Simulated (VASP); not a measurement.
# Bi (P6_3/mmc) in VASP: notebook, part 2 of 2

VASP 6.6.1. The steps go on from the part before.

### 3 Single point, revPBE (volume scaled by 0.96)

The input, INCAR:

```
PREC     = Accurate       # precision mode
ENCUT    = 520            # plane-wave cutoff, eV
EDIFF    = 1E-7           # SCF threshold, eV
ISMEAR   = -1             # smearing method
SIGMA    = 0.1            # smearing width, eV
LREAL    = False          # projectors in reciprocal space
LASPH    = True           # aspherical terms in the spheres
NELM     = 60             # most SCF steps
ALGO     = Normal         # electronic algorithm
ISIF     = 2              # what is computed and relaxed
LWAVE    = False          # write WAVECAR
LCHARG   = True           # write CHGCAR
GGA      = RE             # functional
LELF     = True           # ELF
LVHAR    = True         
NBANDS   = 22             # bands
```

The input, KPOINTS:

```
regular mesh
0
Gamma
  12 12 6
```

The input, POSCAR:

```
Bi
1.0
    3.5163292026      0.0000000000      0.0000000000
   -1.7581646013      3.0452304175      0.0000000000
    0.0000000000      0.0000000000      5.7857377814
Bi
2
Direct
    0.3333333333      0.6666666667      0.2500000000
    0.6666666667      0.3333333333      0.7500000000
```

Potentials or basis: VASP PAW PBE potentials, release 64 (Bi_d).

Run with:

```
$ cat potpaw_PBE.64/Bi_d/POTCAR > POTCAR
$ mpirun -np 1 vasp_std > vasp.out
```

Wall time 37 s (1 thread of Intel Xeon 6975P-C (Granite Rapids), shared host); peak memory 0.23 GiB.

The run converged. Its results:

| Property | Result |
| --- | --- |
| Free energy | -6.8498 eV |
| Pressure | 2.0 GPa |
| Band gap on the k mesh | zero (band 15 reaches 12.32 eV, above the bottom of band 16 at 5.31 eV) |

Stress tensor (GPa, compression positive):
```
1.82 0.00 0.00
0.00 1.82 0.00
0.00 0.00 2.47
```

Levels at points of the mesh, in eV from the Fermi level:
```csv
k point,band 13,band 14,band 15,band 16,band 17,band 18
"(0.00, 0.00, 0.00)",-5.34,3.45,3.45,4.96,4.99,4.99
"(0.50, 0.00, 0.00)",-4.48,-3.07,-1.98,0.19,0.41,3.39
"(0.00, 0.00, 0.50)",-1.18,-1.18,4.18,4.18,4.18,4.18
"(0.50, 0.00, 0.50)",-4.88,-4.88,1.48,1.48,1.59,1.59
```

Caveat: the cell differs from its parent crystal (volume scaled by 0.96); the PAW data sets were made with another functional, which shifts forces and pressure a little; spin-orbit coupling is left out, which moves the levels of the heavy elements.

### 4 Single point, revPBE

This run uses another cell than the first one, of 32.27 Å³/atom, 1.087 times its volume.

The input, INCAR:

```
SYSTEM = Bi
ALGO = Normal
EDIFF = 1E-7
ENCUT = 520
GGA = RE
ISIF = 2
ISMEAR = -1
LASPH = .True.
LCHARG = .False.
LREAL = .False.
LWAVE = .False.
NBANDS = 22
NELM = 80
PREC = Accurate
SIGMA = 0.1
```

The input, KPOINTS:

```
k-points
0
Gamma
  12 12 6
  0 0 0
```

The input, POSCAR:

```
Bi
1.0
    3.5645040821      0.0000000000      0.0000000000
   -1.7822520411      3.0869510870      0.0000000000
    0.0000000000      0.0000000000      5.8650043133
Bi
2
Direct
    0.3333333333      0.6666666667      0.2500000000
    0.6666666667      0.3333333333      0.7500000000
```

Run with:

```
$ cat potpaw_PBE.64/Bi_d/POTCAR > POTCAR
$ mpirun -np 1 vasp_std > vasp.out
```

It took 33 s on 1 thread of Intel Xeon 6975P-C (Granite Rapids), shared host; peak memory 0.23 GiB.

The run converged. Its results:

- Free energy: -6.8655 eV
- Pressure: -0.2 GPa
- Band gap on the k mesh: zero (band 15 reaches 11.60 eV, above the bottom of band 16 at 4.95 eV)

Stress tensor (GPa, compression positive):
```
-0.41  0.00  0.00
 0.00 -0.41  0.00
 0.00  0.00  0.33
```

Levels at points of the mesh, in eV from the Fermi level:
| k point | band 12 | band 13 | band 14 | band 15 | band 16 | band 17 | band 18 | band 19 |
| --- | --- | --- | --- | --- | --- | --- | --- | --- |
| (0.00, 0.00, 0.00) | -10.74 | -5.10 | 3.27 | 3.27 | 4.69 | 4.72 | 4.72 | 6.86 |
| (0.50, 0.00, 0.00) | -9.79 | -4.31 | -2.94 | -1.88 | 0.23 | 0.41 | 3.21 | 4.79 |
| (0.00, 0.00, 0.50) | -12.38 | -1.17 | -1.17 | 3.96 | 3.96 | 3.96 | 3.96 | 7.77 |
| (0.50, 0.00, 0.50) | -10.22 | -4.66 | -4.66 | 1.39 | 1.39 | 1.52 | 1.52 | 5.50 |

Caveat: the PAW data sets were made with another functional, which shifts forces and pressure a little; spin-orbit coupling is left out, which moves the levels of the heavy elements.

### 5 Single point, revPBE (volume scaled by 1.04)

The input, INCAR:

```
SYSTEM = Bi
ALGO     = Normal         ! electronic algorithm
EDIFF    = 1E-6           ! SCF threshold, eV
ENCUT    = 520            ! plane-wave cutoff, eV
GGA      = RE             ! functional
ISIF     = 2              ! what is computed and relaxed
ISMEAR   = -1             ! smearing method
LASPH    = .True.         ! aspherical terms in the spheres
LCHARG   = .False.        ! write CHGCAR
LREAL    = .False.        ! projectors in reciprocal space
LWAVE    = .False.        ! write WAVECAR
NBANDS   = 22             ! bands
NELM     = 80             ! most SCF steps
PREC     = Accurate       ! precision mode
SIGMA    = 0.1            ! smearing width, eV
```

KPOINTS is that of step 4.

The input, POSCAR:

```
Bi
1.0
    3.6114108308      0.0000000000      0.0000000000
   -1.8057054154      3.1275735229      0.0000000000
    0.0000000000      0.0000000000      5.9421842734
Bi
2
Direct
    0.3333333333      0.6666666667      0.2500000000
    0.6666666667      0.3333333333      0.7500000000
```

Potentials or basis: VASP PAW PBE potentials, release 64 (Bi_d).

Run with:

```
$ cat potpaw_PBE.64/Bi_d/POTCAR > POTCAR
$ mpirun -np 1 vasp_std > vasp.out
```

OUTCAR:

```text
SYSTEM = Bi
   EDIFF = 1E-6
   ENCUT = 520
   GGA = RE
   ISIF = 2
   ISMEAR = -1
   LASPH = .True.
   LREAL = .False.
   NELM = 80
   PREC = Accurate

 ion  position               nearest neighbor table
   1  0.333  0.667  0.250-   2 3.63   2 3.63   2 3.63   2 3.63   2 3.63   2 3.63
   2  0.667  0.333  0.750-   1 3.63   1 3.63   1 3.63   1 3.63   1 3.63   1 3.63

  LATTYP: Found a hexagonal cell.
 ALAT       =     3.6114108308
 C/A-ratio  =     1.6453913863

  Lattice vectors:

 A1 = (   3.6114108308,   0.0000000000,   0.0000000000)
[... 190 lines left out ...]
      3     -15.9233      2.00000
      4     -15.9233      2.00000
      5     -15.9173      2.00000
      6     -15.9173      2.00000
[... 589 lines left out ...]
     21      15.3105      0.00000
     22      16.5525      0.00000

 [... further k-points ...]
[... 5 lines left out ...]
  --------------------------------------------------------------------------------------
  -------------------------------------------------------------------------------------
  Total       -0.9172526     -0.9172526     -0.5828449      0.0000000      0.0000000      0.0000000
  in kB      -21.8962121    -21.8962121    -13.9133934      0.0000000      0.0000000      0.0000000
  external PRESSURE =     -19.2352725 kB  Pullay stress =       0.0000000 kB

 VOLUME and BASIS-vectors are now :
 -----------------------------------------------------------------------------
  energy-cutoff  :      520.00
  volume of cell :       67.12
      direct lattice vectors                 reciprocal lattice vectors
     3.611410831  0.000000000  0.000000000     0.276900094  0.159868344  0.000000000
    -1.805705415  3.127573523  0.000000000     0.000000000  0.319736688  0.000000000
     0.000000000  0.000000000  5.942184273     0.000000000  0.000000000  0.168288285

 POSITION                                       TOTAL-FORCE (eV/Angst)
 -----------------------------------------------------------------------------------
     -0.00000      2.08505      1.48555        -0.000000      0.000000      0.000000
      1.80571      1.04252      4.45664         0.000000      0.000000      0.000000
 -----------------------------------------------------------------------------------
    total drift:                                0.000000     -0.000000      0.000000

  FREE ENERGIE OF THE ION-ELECTRON SYSTEM (eV)
  ---------------------------------------------------
  free  energy   TOTEN  =        -6.8493971211 eV

  energy  without entropy=       -6.8092831655  energy(sigma->0) =       -6.82934014
```

OSZICAR:

```text
N       E                     dE             d eps       ncg     rms          rms(c)
DAV:   1     0.307379448176E+03    0.30738E+03   -0.16256E+04  3366   0.167E+03
DAV:   2     0.187670453185E+02   -0.28861E+03   -0.28095E+03  3404   0.439E+02
DAV:   3    -0.598286997221E+01   -0.24750E+02   -0.24479E+02  4002   0.142E+02
DAV:   4    -0.681399717069E+01   -0.83113E+00   -0.83063E+00  4110   0.282E+01
DAV:   5    -0.684978035973E+01   -0.35783E-01   -0.35782E-01  4830   0.529E+00    0.650E-01
DAV:   6    -0.684720263001E+01    0.25777E-02   -0.20524E-02  4088   0.156E+00    0.420E-01
DAV:   7    -0.684913238899E+01   -0.19298E-02   -0.13819E-02  4022   0.122E+00    0.121E-01
DAV:   8    -0.684937976064E+01   -0.24737E-03   -0.10858E-03  3926   0.407E-01    0.166E-02
DAV:   9    -0.684939862877E+01   -0.18868E-04   -0.45072E-05  5048   0.572E-02    0.782E-03
DAV:  10    -0.684939661109E+01    0.20177E-05   -0.25433E-06  3344   0.185E-02    0.807E-04
DAV:  11    -0.684939712114E+01   -0.51005E-06   -0.28823E-07  2236   0.728E-03
   1 F= -.68493971E+01 E0= -.68293401E+01  d E =-.401140E-01
```

Wall time 30 s (1 thread of Intel Xeon 6975P-C (Granite Rapids), shared host); peak memory 0.23 GiB.

Results:

```yaml
Free_energy: -6.8494 eV
Pressure: -1.9 GPa
Band_gap_on_the_k_mesh: zero (band 15 reaches 10.93 eV, above the bottom of band 16 at 4.62 eV)
```

Stress tensor (GPa, compression positive):
```
-2.19  0.00  0.00
 0.00 -2.19  0.00
 0.00  0.00 -1.39
```

Caveat: the cell differs from its parent crystal (volume scaled by 1.04); the PAW data sets were made with another functional, which shifts forces and pressure a little; spin-orbit coupling is left out, which moves the levels of the heavy elements.

### 6 Overview

| cell | gap on the mesh (eV) | pressure (GPa) |
| --- | --- | --- |
| a = 3.467, b = 3.467, c = 5.704 Å, angles 90.0, 90.0, 120.0°, 2 atoms | none | 4.8 |
| a = 3.516, b = 3.516, c = 5.786 Å, angles 90.0, 90.0, 120.0°, 2 atoms | none | 2.0 |
| a = 3.565, b = 3.565, c = 5.865 Å, angles 90.0, 90.0, 120.0°, 2 atoms | none | -0.2 |
| a = 3.611, b = 3.611, c = 5.942 Å, angles 90.0, 90.0, 120.0°, 2 atoms | none | -1.9 |

Alike in all rows: task single point; level revPBE; potentials or basis VASP PAW PBE potentials, release 64 (Bi_d); no spin polarisation; k mesh 12 × 12 × 6; cutoff (eV) 520; smearing fermi-dirac 0.1 eV.

Caveats: the PAW data sets were made with another functional, which shifts forces and pressure a little; spin-orbit coupling is left out, which moves the levels of the heavy elements.

Absolute energies hang on the potentials; compare differences alone.
